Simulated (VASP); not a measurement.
# Be16C (a cell with a defect) in VASP: notebook

Be16C (a cell with a defect) is run at these levels: PBEsol; tasks: single point.

Everything below comes from runs of VASP 6.6.1. Logs are shortened: lines on timing, memory, paths and dates and some standing lists are left out, and cuts for length are marked.

**1. The cell of the first run**

The cell holds a defect, 17 atoms: a = 4.580 Å, b = 3.966 Å, c = 7.177 Å, α = 90.00°, β = 90.00°, γ = 90.00°.

**2. Single point, PBEsol**

Input file INCAR:

```
ALGO     = Normal         # electronic algorithm
EDIFF    = 1E-7           # SCF threshold, eV
ENCUT    = 520            # plane-wave cutoff, eV
GGA      = PS             # functional
ISIF     = 2              # what is computed and relaxed
ISMEAR   = 0              # smearing method
LASPH    = True           # aspherical terms in the spheres
LCHARG   = False          # write CHGCAR
LREAL    = Auto         
LWAVE    = False          # write WAVECAR
NBANDS   = 32             # bands
NELM     = 60             # most SCF steps
PREC     = Accurate       # precision mode
SIGMA    = 0.05           # smearing width, eV
```

Input file KPOINTS:

```
k-points
0
Gamma
  5 5 3
```

Input file POSCAR:

```
Be16C
1.0
   -2.2900000000     -3.9663960000      0.0000000000
    3.4350000000     -1.9831980000      0.0000000000
    0.0000000000      0.0000000000      7.1768600000
Be C
16 1
Direct
    0.7594319455      0.5107493902      0.0013047489
    0.5002050667      0.2881460270      0.2604848081
    0.7548649290      0.4967384825      0.5021361710
    0.4996273113      0.3318615846      0.7468764892
    0.4995706737     -0.0295901477     -0.0090571643
    0.2154130416      0.8470675008      0.2537506653
    0.4997394820     -0.0050316117      0.5083767832
    0.2462482064      0.8384891973      0.7461993128
    0.2399488923      0.5110113430      0.0016725978
   -0.0002876544      0.3167837762      0.2520763955
    0.2444460596      0.4971203716      0.5017443562
   -0.0000612435      0.3432037125      0.7452798299
   -0.0002644891      0.0403424512     -0.0090543775
    0.7851010668      0.8456106093      0.2543265439
    0.0000737073      0.0106427335      0.5051919642
    0.7532403880      0.8382735047      0.7461942967
    0.5000342261      0.6591884651      0.1532369309
```

Potentials or basis: VASP PAW PBE potentials, release 64 (Be, C).

Run with:

```sh
$ cat potpaw_PBE.64/Be/POTCAR potpaw_PBE.64/C/POTCAR > POTCAR
$ mpirun -np 1 vasp_std > vasp.out
```

OUTCAR:

```text
EDIFF = 1E-7
   ENCUT = 520
   GGA = PS
   ISIF = 2
   ISMEAR = 0
   LASPH = True
   LREAL = Auto
   NELM = 60
   PREC = Accurate

 ion  position               nearest neighbor table
   1  0.759  0.511  0.001-  17 1.72  13 2.17   5 2.18   9 2.20  12 2.24  16 2.25  10 2.25  14 2.25
                             4 2.29  13 2.37   2 2.38   9 2.38
   2  0.500  0.288  0.260-  17 1.66   7 2.13   6 2.18  14 2.19   3 2.25  11 2.25  10 2.29  10 2.30
                             5 2.31   1 2.38   9 2.38
   3  0.755  0.497  0.502-  12 2.16   4 2.21  16 2.21  15 2.23  10 2.23  11 2.24   2 2.25  14 2.26
                             7 2.30   7 2.31  15 2.33  11 2.34
   4  0.500  0.332  0.747-   7 2.17   3 2.21  11 2.21   5 2.26   8 2.28  16 2.28  12 2.29  12 2.29
                             1 2.29   9 2.29  16 2.32   8 2.32
   5  0.500  0.970  0.991-  17 1.70   8 2.17  16 2.17   9 2.18   1 2.18   4 2.26  13 2.31  13 2.31
                             2 2.31   6 2.34  14 2.35
   6  0.215  0.847  0.254-  17 1.67  14 1.97  10 2.11  15 2.16   2 2.18   9 2.25  11 2.26  13 2.26
                             7 2.32  10 2.32   5 2.34
   7  0.500  0.995  0.508-   2 2.13   8 2.16  16 2.16   4 2.17  15 2.29  15 2.29  11 2.30   3 2.30
                             3 2.31  11 2.31   6 2.32  14 2.32
   8  0.246  0.838  0.746-   7 2.16   5 2.17  15 2.17  11 2.22  13 2.24   9 2.25  16 2.26  12 2.27
                             4 2.28  12 2.30   4 2.32  16 2.32
   9  0.240  0.511  0.002-  17 1.72  13 2.17   5 2.18   1 2.20  10 2.24  12 2.24   8 2.25   6 2.25
                             4 2.29  13 2.37   2 2.38   1 2.38
  10  1.000  0.317  0.252-   6 2.11  14 2.11  13 2.17  15 2.19  11 2.23   3 2.23   9 2.24   1 2.25
                             2 2.29   2 2.30  14 2.32   6 2.32
  11  0.244  0.497  0.502-  12 2.16   4 2.21   8 2.22  15 2.23  10 2.23   3 2.24   2 2.25   6 2.26
                             7 2.30   7 2.31  15 2.32   3 2.34
  12  1.000  0.343  0.745-  13 2.13   3 2.16  11 2.16  15 2.17   1 2.24   9 2.24   8 2.27  16 2.27
                             4 2.29   4 2.29   8 2.30  16 2.30
  13  1.000  0.040  0.991-  12 2.13   1 2.17   9 2.17  10 2.17   8 2.24  16 2.24   6 2.26  14 2.27
                             5 2.31   5 2.31   9 2.37   1 2.37
  14  0.785  0.846  0.254-  17 1.67   6 1.97  10 2.11  15 2.15   2 2.19   1 2.25   3 2.26  13 2.27
                            10 2.32   7 2.32   5 2.35
  15  0.000  0.011  0.505-  14 2.15   6 2.16  12 2.17   8 2.17  16 2.18  10 2.19  11 2.23   3 2.23
                             7 2.29   7 2.29  11 2.32   3 2.33
  16  0.753  0.838  0.746-   7 2.16   5 2.17  15 2.18   3 2.21  13 2.24   1 2.25   8 2.26  12 2.27
                             4 2.28  12 2.30   4 2.32   8 2.32
  17  0.500  0.659  0.153-   2 1.66   6 1.67  14 1.67   5 1.70   1 1.72   9 1.72

  LATTYP: Found a simple orthorhombic cell.
 ALAT       =     3.9663962620
 B/A-ratio  =     1.1547004875
 C/A-ratio  =     1.8094157835

  Lattice vectors:

 A1 = (  -3.4350000000,   1.9831980000,   0.0000000000)
 A2 = (  -2.2900000000,  -3.9663960000,   0.0000000000)
 A3 = (   0.0000000000,   0.0000000000,   7.1768600000)

Analysis of symmetry for initial positions (statically):
[... 172 lines left out ...]
   IALGO  =     38    algorithm
   IMIX   =      4    mixing-type and parameters
     AMIX     =   0.40;   BMIX     =  1.00
     AMIX_MAG =   1.60;   BMIX_MAG =  1.00
  volume/ion in A,a.u.               =       7.67        51.75
  Fermi-wavevector in a.u.,A,eV,Ry     =   1.066049  2.014540 15.462471  1.136460
  Thomas-Fermi vector in A             =   2.201620
   LORBIT       =      0    0 simple, 1 ext, 2 COOP (PROOUT), +10 PAW based schemes
   GGA     = PS    functional components
   LHFCALC =     F    Hartree Fock is set to
   AEXX    =    0.0000 exact exchange contribution
   IVDW    =     0    specifies the selected vdW correction
   LEPSILON=     F    determine dielectric tensor
   LRPA    =     F    only Hartree local field effects (RPA)
 non-spin polarized calculation
 Gauss-broadening in eV      SIGMA  =   0.05
  energy-cutoff  :      520.00
  volume of cell :      130.38
 maximum number of plane-waves:      3529
 NGX is ok and might be reduce to    36
   NGX = 17   NGY = 15   NGZ = 27

 number of electron      36.0000000 magnetization

 Free energy of the ion-electron system (eV)
  ---------------------------------------------------
  ext. energy  EPLUGINS =         0.00000000
  ---------------------------------------------------
  free energy    TOTEN  =       -69.91226648 eV

  energy without entropy =      -69.91004018  energy(sigma->0) =      -69.91115333

 E-fermi :   7.3349     XC(G=0): -10.7555

 val. band max:        7.3132744893   @ k =   0.0000   0.0000   0.3333
 cond. band min:       7.3407681935   @ k =   0.0000   0.0000   0.3333
 fundamental gap:      0.0274937043
 Fermi energy:         7.3349144141

 k-point     1 :       0.0000    0.0000    0.0000
  band No.  band energies     occupation
      1      -6.7455      2.00000
      2      -3.2005      2.00000
      3      -2.2180      2.00000
      4      -0.4243      2.00000
      5       0.0313      2.00000
      6       1.1341      2.00000
[... 781 lines left out ...]
     29      12.6179      0.00000
     30      12.9649      0.00000

 [... further k-points ...]

 [bands above 30 left out]

------------------------ aborting loop because EDIFF is reached ----------------------------------------

  FORCE on cell =-STRESS in cart. coord.  units (eV):
  Direction    XX          YY          ZZ          XY          YZ          ZX
  --------------------------------------------------------------------------------------
  -------------------------------------------------------------------------------------
  Total        4.8232470      6.0489428      8.3486333      1.0015242      1.3019641     -2.2741918
  in kB       59.2726111     74.3351186    102.5958852     12.3076745     15.9997633    -27.9474151
  external PRESSURE =      78.7345383 kB  Pullay stress =       0.0000000 kB

 VOLUME and BASIS-vectors are now :
 -----------------------------------------------------------------------------
  energy-cutoff  :      520.00
  volume of cell :      130.38
      direct lattice vectors                 reciprocal lattice vectors
    -2.290000000 -3.966396000  0.000000000    -0.109170306 -0.189088533  0.000000000
     3.435000000 -1.983198000  0.000000000     0.218340611 -0.126059022  0.000000000
     0.000000000  0.000000000  7.176860000     0.000000000  0.000000000  0.139336702

 POSITION                                       TOTAL-FORCE (eV/Angst)
 -----------------------------------------------------------------------------------
      0.01533     -4.02513      0.00936        -0.022094     -0.166903     -0.113218
     -0.15569     -2.55546      1.86946         0.297398     -0.170412      0.265356
     -0.02234     -3.97922      3.60376        -0.030159     -0.024460      0.214680
     -0.00420     -2.63987      5.36023        -0.005160      0.001006      0.030390
      2.18934     -3.90601      7.11186         0.079330     -0.054138     -0.129408
      2.41638     -2.53432      1.82113        -0.308009     -0.019756      0.168123
[... 9 lines left out ...]
      1.15455     -4.65011      5.35533         0.019911     -0.043596     -0.003431
      1.11923     -3.29063      1.09976         0.033838     -0.022940     -1.074099
 -----------------------------------------------------------------------------------
    total drift:                               -0.003398      0.004213     -0.001848

  FREE ENERGIE OF THE ION-ELECTRON SYSTEM (eV)
  ---------------------------------------------------
  free  energy   TOTEN  =       -69.9122664752 eV

  energy  without entropy=      -69.9100401807  energy(sigma->0) =      -69.91115333
```

OSZICAR:

```text
N       E                     dE             d eps       ncg     rms          rms(c)
DAV:   1     0.514192366958E+02    0.51419E+02   -0.14502E+04  2432   0.976E+02
DAV:   2    -0.656744451866E+02   -0.11709E+03   -0.10979E+03  3208   0.186E+02
DAV:   3    -0.726817190096E+02   -0.70073E+01   -0.68916E+01  3208   0.397E+01
DAV:   4    -0.727993123812E+02   -0.11759E+00   -0.11744E+00  3104   0.629E+00
DAV:   5    -0.728007606860E+02   -0.14483E-02   -0.14481E-02  3192   0.661E-01    0.846E+00
DAV:   6    -0.698549854782E+02    0.29458E+01   -0.63982E+00  3312   0.147E+01    0.317E+00
DAV:   7    -0.699842123376E+02   -0.12923E+00   -0.33958E+00  2936   0.749E+00    0.242E+00
DAV:   8    -0.699285660343E+02    0.55646E-01   -0.15803E-01  3304   0.214E+00    0.128E+00
DAV:   9    -0.699137712575E+02    0.14795E-01   -0.63110E-02  2984   0.127E+00    0.275E-01
DAV:  10    -0.699122227669E+02    0.15485E-02   -0.50250E-03  3160   0.359E-01    0.115E-01
DAV:  11    -0.699122832271E+02   -0.60460E-04   -0.17420E-03  3016   0.200E-01    0.339E-02
DAV:  12    -0.699122674378E+02    0.15789E-04   -0.33533E-05  3168   0.355E-02    0.112E-02
DAV:  13    -0.699122657334E+02    0.17044E-05   -0.16160E-05  3016   0.167E-02    0.439E-03
DAV:  14    -0.699122662499E+02   -0.51658E-06   -0.44548E-07  2992   0.354E-03    0.104E-03
DAV:  15    -0.699122664548E+02   -0.20486E-06   -0.11661E-07  2080   0.144E-03    0.212E-04
DAV:  16    -0.699122664752E+02   -0.20443E-07   -0.11426E-08  2064   0.674E-04
   1 F= -.69912266E+02 E0= -.69911153E+02  d E =-.222629E-02
```

Run time: 3.3 min. Hardware: 1 thread of AMD EPYC 9R45 (Zen 5), shared host; peak memory 0.24 GiB.

Results:

```yaml
Free_energy: -69.9123 eV
Pressure: 7.9 GPa
Largest_force: 1.075 eV/Å
Band_gap_on_the_k_mesh: zero (bands 18 and 19 overlap by 0.85 eV)
```

Forces in eV/Å, atoms in the order of the input:
```
Be  -0.022 -0.167 -0.113
Be   0.297 -0.170  0.265
Be  -0.030 -0.024  0.215
Be  -0.005  0.001  0.030
Be   0.079 -0.054 -0.129
Be  -0.308 -0.020  0.168
Be   0.096 -0.061  0.136
Be   0.038  0.009 -0.004
Be   0.128  0.102 -0.124
Be  -0.088  0.047  0.133
Be   0.005  0.030  0.227
Be  -0.009  0.010  0.023
Be   0.019 -0.007  0.044
Be  -0.117  0.286  0.151
Be  -0.136  0.086  0.056
Be   0.020 -0.044 -0.003
C    0.034 -0.023 -1.074
```

Caveat: the PAW data sets were made with another functional, which shifts forces and pressure a little.

**3. Single point, PBEsol**

Input file INCAR:

```
SYSTEM = Be16C
ALGO = Normal ; EDIFF = 1E-6
ENCUT = 520 ; GGA = PS
ISIF = 2 ; ISMEAR = 0
LASPH = .TRUE. ; LCHARG = .TRUE.
LELF = .TRUE. ; LREAL = Auto
LVHAR = .TRUE. ; LWAVE = .FALSE.
NBANDS = 32 ; NELM = 80
PREC = Accurate ; SIGMA = 0.05
```

Input file KPOINTS:

```
k-points
0
G
  5 5 3
  0 0 0
```

Input file POSCAR:

```
Be16C
1.0
   -2.2900000000     -3.9663960000      0.0000000000
    3.4350000000     -1.9831980000      0.0000000000
    0.0000000000      0.0000000000      7.1768600000
Be C
16 1
Direct
    0.7496228249      0.5060195834      0.0087011590
    0.5006780484      0.2587137499      0.2542977012
    0.7525775864      0.4980068917      0.4955749450
    0.4997057591      0.3311616269      0.7482851832
    0.4997585183     -0.0341560388     -0.0012890038
    0.2030019549      0.8647416235      0.2505725345
    0.4999303444     -0.0139197995      0.5053233587
    0.2477131361      0.8363106497      0.7482153755
    0.2495957841      0.5064513379      0.0090844743
   -0.0004181421      0.3251710203      0.2498559259
    0.2468034848      0.4984029054      0.4950217783
    0.0000489300      0.3449796360      0.7472017010
   -0.0003617646      0.0379326227     -0.0078024373
    0.7981006535      0.8619410470      0.2510288622
   -0.0000016560      0.0218009338      0.5050490047
    0.7519157104      0.8359868928      0.7482782164
    0.5002596615      0.6596860625      0.1972023977
```

Potentials or basis: VASP PAW PBE potentials, release 64 (Be, C).

Run with:

```sh
$ cat potpaw_PBE.64/Be/POTCAR potpaw_PBE.64/C/POTCAR > POTCAR
$ mpirun -np 1 vasp_std > vasp.out
```

Run time: 2.8 min. Hardware: 1 thread of AMD EPYC 9R45 (Zen 5), shared host; peak memory 0.24 GiB.

The run converged. Its results:

* Free energy: -69.1163 eV
* Pressure: 7.3 GPa
* Largest force: 2.325 eV/Å
* Band gap on the k mesh: zero (bands 18 and 19 overlap by 0.53 eV)

Forces on the atoms (eV/Å):
```
Be   0.129 -0.089  0.148
Be   0.126 -0.073  0.355
Be  -0.103 -0.052  0.287
Be  -0.003  0.001  0.048
Be  -0.215  0.122  0.145
Be  -0.221 -0.030  0.144
Be   0.225 -0.133  0.270
Be   0.005  0.003  0.044
Be   0.135 -0.076  0.147
Be  -0.056  0.026  0.132
Be  -0.010  0.102  0.290
Be   0.017 -0.003  0.003
Be   0.129 -0.075  0.051
Be  -0.047  0.159  0.153
Be  -0.223  0.133  0.065
Be   0.007 -0.010  0.043
C    0.105 -0.006 -2.323
```

Stress tensor (GPa, compression positive):
```
 8.77  2.23 -2.23
 2.23 11.61  1.22
-2.23  1.22  1.48
```

Levels at points of the mesh, in eV from the Fermi level:
```
           k point  band 14  band 15  band 16  band 17  band 18  band 19  band 20  band 21  band 22  band 23
(0.00, 0.00, 0.00)    -3.52    -1.96    -1.31    -0.88    -0.13     0.70     0.77     1.37     1.57     2.14
```

Caveat: the PAW data sets were made with another functional, which shifts forces and pressure a little.

(Part 1 of 3 ends here.)

The gap in the log of VASP goes by the Fermi energy; the results here count the filled bands.